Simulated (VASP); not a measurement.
# SiC (F-43m) in VASP: settings compared

SiC is run at these levels: PBE, RPBE, BLYP; tasks: single point, relaxation of cell and atoms.

Everything below comes from runs of VASP 6.6.1. Logs are shortened: lines on timing, memory, paths and dates and some standing lists are left out, and cuts for length are marked.

**Experimental background.**

From “Insight into the structural, elastic and electronic properties of a new orthorhombic 6O-SiC polytype”, 2020, pmc:7200658, for a bulk crystal of SiC: band gap 2.4 eV (indirect).

The runs below are set against these values where they give the same quantity.

## 1. The cell of the first run

Symmetry: F-43m, No. 216, cubic system. The conventional cell has a = 4.317 Å, b = 4.317 Å, c = 4.317 Å, α = 90.00°, β = 90.00°, γ = 90.00°. Si (site symmetry -43m) has 4 C at 1.87 Å within 2.5 Å. C (site symmetry -43m) has 4 Si at 1.87 Å within 2.5 Å.

## 2. Single point, PBE

File INCAR:

```
SYSTEM = SiC
ALGO = Normal ; EDIFF = 1E-6
ENCUT = 600 ; GGA = PE
GGA_COMPAT = .FALSE. ; ISIF = 2
ISMEAR = -1 ; LASPH = .TRUE.
LCHARG = .FALSE. ; LREAL = .FALSE.
LWAVE = .FALSE. ; NBANDS = 11
NELM = 120 ; PREC = Accurate
SIGMA = 0.05
```

File KPOINTS:

```
k-points
0
G
  10 10 10
  0 0 0
```

File POSCAR:

```
SiC
1.0
    0.0000000000      2.1585524287      2.1585524287
    2.1585524287      0.0000000000      2.1585524287
    2.1585524287      2.1585524287      0.0000000000
Si C
1 1
Direct
    0.0000000000      0.0000000000      0.0000000000
    0.7500000000      0.7500000000      0.7500000000
```

Potentials or basis: VASP PAW PBE potentials, release 64 (Si, C).

Launch:

```
$ cat potpaw_PBE.64/Si/POTCAR potpaw_PBE.64/C/POTCAR > POTCAR
$ mpirun -np 1 vasp_std > vasp.out
```

OUTCAR:

```text
SYSTEM = SiC
   EDIFF = 1E-6
   ENCUT = 600
   GGA = PE
   ISIF = 2
   ISMEAR = -1
   LASPH = .TRUE.
   LREAL = .FALSE.
   NELM = 120
   PREC = Accurate

 ion  position               nearest neighbor table
   1  0.000  0.000  0.000-   2 1.87   2 1.87   2 1.87   2 1.87
   2  0.750  0.750  0.750-   1 1.87   1 1.87   1 1.87   1 1.87

  LATTYP: Found a face centered cubic cell.
 ALAT       =     4.3171048574

  Lattice vectors:

 A1 = (   0.0000000000,   2.1585524287,   2.1585524287)
 A2 = (   2.1585524287,   0.0000000000,   2.1585524287)
 A3 = (   2.1585524287,   2.1585524287,   0.0000000000)

Analysis of symmetry for initial positions (statically):
=====================================================================
 Subroutine PRICEL returns:
 Original cell was already a primitive cell.

 Routine SETGRP: Setting up the symmetry group for a
 face centered cubic supercell.

 Subroutine GETGRP returns: Found 24 space group operations
 (whereof 24 operations were pure point group operations)
 out of a pool of 48 trial point group operations.

The static configuration has the point symmetry T_d .

Analysis of symmetry for dynamics (positions and initial velocities):
=====================================================================
 Subroutine PRICEL returns:
 Original cell was already a primitive cell.

 Routine SETGRP: Setting up the symmetry group for a
 face centered cubic supercell.

 Subroutine GETGRP returns: Found 24 space group operations
 (whereof 24 operations were pure point group operations)
 out of a pool of 48 trial point group operations.

The dynamic configuration has the point symmetry T_d .

 Subroutine INISYM returns: Found 24 space group operations
 (whereof 24 operations are pure point group operations),
 and found     1 'primitive' translations

----------------------------------------------------------------------------------------

                                     Primitive cell

  volume of cell :      20.1149

  direct lattice vectors                    reciprocal lattice vectors
     0.000000000  2.158552429  2.158552429    -0.231636718  0.231636718  0.231636718
     2.158552429  0.000000000  2.158552429     0.231636718 -0.231636718  0.231636718
     2.158552429  2.158552429  0.000000000     0.231636718  0.231636718 -0.231636718

  length of vectors
     3.052654120  3.052654120  3.052654120     0.401206564  0.401206564  0.401206564

  position of ions in fractional coordinates (direct lattice)
     0.000000000  0.000000000  0.000000000
     0.750000000  0.750000000  0.750000000

  ion indices of the primitive-cell ions
   primitive index   ion index
                 1           1
                 2           2

----------------------------------------------------------------------------------------

 KPOINTS: k-points

Automatic generation of k-mesh.
 Grid dimensions read from file:
 generate k-points for:   10   10   10

 Generating k-lattice:

  Cartesian coordinates                     Fractional coordinates (reciprocal lattice)
    -0.023163672  0.023163672  0.023163672     0.100000000  0.000000000  0.000000000
     0.023163672 -0.023163672  0.023163672     0.000000000  0.100000000  0.000000000
     0.023163672  0.023163672 -0.023163672     0.000000000  0.000000000  0.100000000

  Length of vectors
     0.040120656  0.040120656  0.040120656

  Shift w.r.t. Gamma in fractional coordinates (k-lattice)
     0.000000000  0.000000000  0.000000000

 Subroutine IBZKPT returns following result:
 ===========================================

 Found     47 irreducible k-points:

 Following reciprocal coordinates:
            Coordinates               Weight
  0.000000  0.000000  0.000000      1.000000
  0.100000  0.000000  0.000000      8.000000
  0.200000  0.000000  0.000000      8.000000
  0.300000  0.000000  0.000000      8.000000
  0.400000  0.000000  0.000000      8.000000
  0.500000  0.000000  0.000000      4.000000
[... 16 lines left out ...]
  0.300000  0.300000  0.000000      6.000000
  0.400000  0.300000  0.000000     24.000000
 [... further k-points ...]
   k-points           NKPTS =     47   k-points in BZ     NKDIM =     47   number of bands    NBANDS=     11
   number of dos      NEDOS =    301   number of ions     NIONS =      2
   total plane-waves  NPLWV =  13824
   dimension x,y,z NGX =    24 NGY =   24 NGZ =   24
   dimension x,y,z NGXF=    48 NGYF=   48 NGZF=   48
   ions per type =               1   1
   NGX,Y,Z   is equivalent  to a cutoff of  13.07, 13.07, 13.07 a.u.
   NGXF,Y,Z  is equivalent  to a cutoff of  26.14, 26.14, 26.14 a.u.
 SYSTEM =  SiC
   PREC   = accura    normal or accurate (medium, high low for compatibility)
   ISTART =      0    job   : 0-new  1-cont  2-samecut
   ICHARG =      2    charge: 1-file 2-atom 10-const
   ISPIN  =      1    spin polarized calculation?
   LNONCOLLINEAR =      F non collinear calculations
   LSORBIT =      F    spin-orbit coupling
   LASPH  =      T    aspherical Exc in radial PAW
   ENCUT  =  600.0 eV  44.10 Ry    6.64 a.u.   6.10  6.10  6.10*2*pi/ulx,y,z
   NELM   =    120;   NELMIN=  2; NELMDL= -5     # of ELM steps
   EDIFF  = 0.1E-05   stopping-criterion for ELM
   LREAL  =      F    real-space projection
   EDIFFG = 0.1E-04   stopping-criterion for IOM
   NSW    =      0    number of steps for IOM
   IBRION =     -1    ionic relax: 0-MD 1-quasi-New 2-CG
   NFREE  =      0    steps in history (QN), initial steepest desc. (CG)
   ISIF   =      2    stress and relaxation
   ISYM   =      2    0-nonsym 1-usesym 2-fastsym
   POTIM  = 0.5000    time-step for ionic-motion
   TEBEG  =    0.0;   TEEND  =   0.0 temperature during run
   PSTRESS=    0.0 pullay stress
   NELECT =       8.0000    total number of electrons
   NUPDOWN=      -1.0000    fix difference up-down
   EMIN   =  10.00;   EMAX   =-10.00  energy-range for DOS
   EFERMI =   0.00;   METHOD = LEGACY
   ISMEAR =    -1;   SIGMA  =   0.05  broadening in eV -4-tet -1-fermi 0-gaus
   EFERMI_NEDOS =   21; number of points for ismear=-14 and -15
   IALGO  =     38    algorithm
   IMIX   =      4    mixing-type and parameters
     AMIX     =   0.40;   BMIX     =  1.00
     AMIX_MAG =   1.60;   BMIX_MAG =  1.00
  volume/ion in A,a.u.               =      10.06        67.87
  Fermi-wavevector in a.u.,A,eV,Ry     =   1.203924  2.275086 19.720717  1.449432
  Thomas-Fermi vector in A             =   2.339663
   LORBIT       =      0    0 simple, 1 ext, 2 COOP (PROOUT), +10 PAW based schemes
   GGA     = PE    functional components
   LHFCALC =     F    Hartree Fock is set to
   AEXX    =    0.0000 exact exchange contribution
   IVDW    =     0    specifies the selected vdW correction
   LEPSILON=     F    determine dielectric tensor
   LRPA    =     F    only Hartree local field effects (RPA)
 non-spin polarized calculation
  energy-cutoff  :      600.00
  volume of cell :       20.11
 maximum number of plane-waves:       692
   NGX = 13   NGY = 13   NGZ = 13

 number of electron       8.0000000 magnetization

 Free energy of the ion-electron system (eV)
  ---------------------------------------------------
  ext. energy  EPLUGINS =         0.00000000
  ---------------------------------------------------
  free energy    TOTEN  =       -15.03564923 eV

  energy without entropy =      -15.03564921  energy(sigma->0) =      -15.03564922

 E-fermi :   9.1121     XC(G=0): -11.4802

 val. band max:        8.4268456745   @ k =   0.0000   0.0000   0.0000
 cond. band min:       9.7571516963   @ k =   0.5000   0.5000   0.0000
 fundamental gap:      1.3303060218
 Fermi energy:         9.1120569213

 k-point     1 :       0.0000    0.0000    0.0000
  band No.  band energies     occupation
      1      -7.2000      2.00000
      2       8.4268      2.00000
      3       8.4268      2.00000
      4       8.4268      2.00000
      5      14.9929      0.00000
      6      15.9344      0.00000
      7      15.9344      0.00000
      8      15.9344      0.00000
      9      23.1012      0.00000
     10      23.1012      0.00000
     11      25.3514      0.00000

 k-point     2 :       0.1000    0.0000    0.0000
  band No.  band energies     occupation
      1      -7.0003      2.00000
      2       7.4145      2.00000
      3       8.2925      2.00000
      4       8.2925      2.00000
      5      15.2091      0.00000
      6      16.1817      0.00000
      7      16.1817      0.00000
      8      16.2505      0.00000
      9      22.1308      0.00000
     10      22.1308      0.00000
     11      24.9582      0.00000

 k-point     3 :       0.2000    0.0000    0.0000
  band No.  band energies     occupation
      1      -6.4095      2.00000
      2       5.2689      2.00000
      3       7.9841      2.00000
      4       7.9841      2.00000
      5      14.8851      0.00000
      6      16.5342      0.00000
      7      16.5342      0.00000
      8      17.4772      0.00000
      9      21.4607      0.00000
     10      21.4607      0.00000
     11      24.0565      0.00000

 k-point     4 :       0.3000    0.0000    0.0000
  band No.  band energies     occupation
      1      -5.4628      2.00000
      2       2.9151      2.00000
      3       7.6663      2.00000
      4       7.6663      2.00000
      5      14.4758      0.00000
      6      16.3573      0.00000
      7      16.3573      0.00000
      8      18.4100      0.00000
      9      22.3303      0.00000
     10      22.3303      0.00000
     11      23.8392      0.00000

 k-point     5 :       0.4000    0.0000    0.0000
  band No.  band energies     occupation
      1      -4.2862      2.00000
      2       0.8137      2.00000
      3       7.4463      2.00000
      4       7.4463      2.00000
      5      14.2087      0.00000
      6      15.9483      0.00000
      7      15.9483      0.00000
      8      18.6493      0.00000
      9      24.3216      0.00000
     10      24.3216      0.00000
     11      24.4847      0.00000
[... 211 lines left out ...]
 k-point    21 :      -0.3000    0.2000    0.0000
  band No.  band energies     occupation
      1      -4.0571      2.00000
      2       1.9315      2.00000
      3       4.5610      2.00000
      4       7.2475      2.00000
      5      14.1185      0.00000
      6      16.9130      0.00000
      7      17.3496      0.00000
      8      18.9936      0.00000
      9      21.3320      0.00000
     10      24.1890      0.00000
     11      27.8263      0.00000

 k-point    22 :      -0.2000    0.2000    0.0000
  band No.  band energies     occupation
      1      -5.1457      2.00000
      2       3.5824      2.00000
      3       5.1567      2.00000
      4       7.7801      2.00000
      5      15.1318      0.00000
      6      16.6755      0.00000
      7      16.9925      0.00000
      8      17.8312      0.00000
      9      20.0739      0.00000
     10      24.1413      0.00000
     11      27.9031      0.00000

 k-point    23 :       0.3000    0.3000    0.0000
  band No.  band energies     occupation
      1      -4.8748      2.00000
      2       4.0609      2.00000
      3       6.0249      2.00000
      4       6.0249      2.00000
      5      11.6407      0.00000
      6      14.1497      0.00000
      7      20.2423      0.00000
      8      20.2423      0.00000
      9      21.1778      0.00000
     10      25.7400      0.00000
     11      30.4424      0.00000

 k-point    24 :       0.4000    0.3000    0.0000
  band No.  band energies     occupation
      1      -3.9837      2.00000
      2       2.8147      2.00000
      3       5.2196      2.00000
      4       5.7583      2.00000
      5      11.3179      0.00000
      6      14.1705      0.00000
      7      20.3570      0.00000
      8      20.6300      0.00000
      9      22.5324      0.00000
     10      26.7689      0.00000
     11      30.1240      0.00000

 [... further k-points ...]

------------------------ aborting loop because EDIFF is reached ----------------------------------------

  FORCE on cell =-STRESS in cart. coord.  units (eV):
  Direction    XX          YY          ZZ          XY          YZ          ZX
  --------------------------------------------------------------------------------------
  -------------------------------------------------------------------------------------
  Total        1.2285012      1.2285012      1.2285012      0.0000000      0.0000000      0.0000000
  in kB       97.8516991     97.8516991     97.8516991      0.0000000      0.0000000      0.0000000
  external PRESSURE =      97.8516991 kB  Pullay stress =       0.0000000 kB

 VOLUME and BASIS-vectors are now :
 -----------------------------------------------------------------------------
  energy-cutoff  :      600.00
  volume of cell :       20.11
      direct lattice vectors                 reciprocal lattice vectors
     0.000000000  2.158552429  2.158552429    -0.231636718  0.231636718  0.231636718
     2.158552429  0.000000000  2.158552429     0.231636718 -0.231636718  0.231636718
     2.158552429  2.158552429  0.000000000     0.231636718  0.231636718 -0.231636718

 POSITION                                       TOTAL-FORCE (eV/Angst)
 -----------------------------------------------------------------------------------
      0.00000      0.00000      0.00000         0.000000      0.000000      0.000000
      3.23783      3.23783      3.23783        -0.000000     -0.000000     -0.000000
 -----------------------------------------------------------------------------------
    total drift:                               -0.000000     -0.000000     -0.000000

  FREE ENERGIE OF THE ION-ELECTRON SYSTEM (eV)
  ---------------------------------------------------
  free  energy   TOTEN  =       -15.0356492337 eV

  energy  without entropy=      -15.0356492115  energy(sigma->0) =      -15.03564922
```

Run time: 6.4 s. Hardware: 1 thread of AMD EPYC 9R45 (Zen 5), shared host; peak memory 0.11 GiB.

Results:

| Quantity | Value |
| --- | --- |
| Free energy | -15.0356 eV |
| Pressure | 9.8 GPa |
| Band gap on the k mesh | 1.33 eV (least direct gap 4.57 eV) |

Caveat: the cell stands under pressure. A k mesh can miss the band edges.

## 3. Single point, RPBE

This run uses another cell than the first one, of 10.66 Å³/atom.

File INCAR:

```
SYSTEM = SiC
  PREC = Accurate
  ENCUT = 600
  EDIFF = 1E-6
  ISMEAR = -1
  SIGMA = 0.05
  LREAL = .False.
  LASPH = .True.
  NELM = 120
  ALGO = Normal
  ISIF = 2
  LWAVE = .False.
  LCHARG = .True.
  GGA = RP
  LELF = .True.
  LVHAR = .True.
  NBANDS = 11
  GGA_COMPAT = .False.
```

File KPOINTS:

```
Automatic mesh
0
Gamma
  10 10 10
  0 0 0
```

File POSCAR:

```
SiC
1.0
    0.0000000000      2.2009214776      2.2009214776
    2.2009214776      0.0000000000      2.2009214776
    2.2009214776      2.2009214776      0.0000000000
Si C
1 1
Direct
    0.0000000000      0.0000000000      0.0000000000
    0.7500000000      0.7500000000      0.7500000000
```

Potentials or basis: VASP PAW PBE potentials, release 64 (Si, C).

Launch:

```
$ cat potpaw_PBE.64/Si/POTCAR potpaw_PBE.64/C/POTCAR > POTCAR
$ mpirun -np 1 vasp_std > vasp.out
```

Run time: 10 s. Hardware: 1 thread of AMD EPYC 9R45 (Zen 5), shared host; peak memory 0.12 GiB.

Results (log left out):

```
Free energy            : -14.3264 eV
Pressure               : -0.6 GPa
Band gap on the k mesh : 1.39 eV (least direct gap 4.51 eV)
```

Levels at points of the mesh, in eV from the valence-band top:
```tsv
k point	band 2	band 3	band 4	band 5	band 6	band 7
(0.00, 0.00, 0.00)	0.00	0.00	0.00	5.90	7.15	7.15
(0.50, 0.00, 0.00)	-8.35	-1.04	-1.04	5.21	7.13	7.13
(0.50, 0.50, 0.00)	-7.67	-3.12	-3.12	1.39	4.28	13.76
```

Caveat: the PAW data sets were made with another functional, which shifts forces and pressure a little.

## 4. Single point, BLYP

This run uses another cell than the first one, of 10.74 Å³/atom.

Changes to INCAR since step 3:

```diff
@@ -12,6 +12,8 @@
   LWAVE = .False.
-  LCHARG = .True.
-  GGA = RP
-  LELF = .True.
-  LVHAR = .True.
+  LCHARG = .False.
+  GGA = B5
+  ALDAX = 1.0
+  AGGAX = 1.0
+  AGGAC = 1.0
+  ALDAC = 0.0
   NBANDS = 11
```

KPOINTS is that of step 3.

File POSCAR:

```
SiC
1.0
    0.0000000000      2.2061051011      2.2061051011
    2.2061051011      0.0000000000      2.2061051011
    2.2061051011      2.2061051011      0.0000000000
Si C
1 1
Direct
    0.0000000000      0.0000000000      0.0000000000
    0.7500000000      0.7500000000      0.7500000000
```

Launch:

```
$ cat potpaw_PBE.64/Si/POTCAR potpaw_PBE.64/C/POTCAR > POTCAR
$ mpirun -np 1 vasp_std > vasp.out
```

Run time: 17 s. Hardware: 1 thread of AMD EPYC 9R45 (Zen 5), shared host; peak memory 0.12 GiB.

The run converged. Its results:

| Quantity | Value |
| --- | --- |
| Free energy | -13.6685 eV |
| Pressure | 0.4 GPa |
| Band gap on the k mesh | 1.73 eV (least direct gap 4.79 eV) |

Levels at points of the mesh, in eV from the valence-band top:
```
           k point  band 1  band 2  band 3  band 4  band 5  band 6  band 7  band 8
(0.00, 0.00, 0.00)  -14.99    0.00    0.00    0.00    5.97    7.13    7.13    7.13
(0.50, 0.00, 0.00)  -11.61   -8.18   -1.04   -1.04    5.22    7.25    7.25   10.13
(0.50, 0.50, 0.00)  -10.20   -7.61   -3.06   -3.06    1.73    4.40   13.65   13.65
```

Caveat: the PAW data sets were made with another functional, which shifts forces and pressure a little.

[end of part 1 of 2]
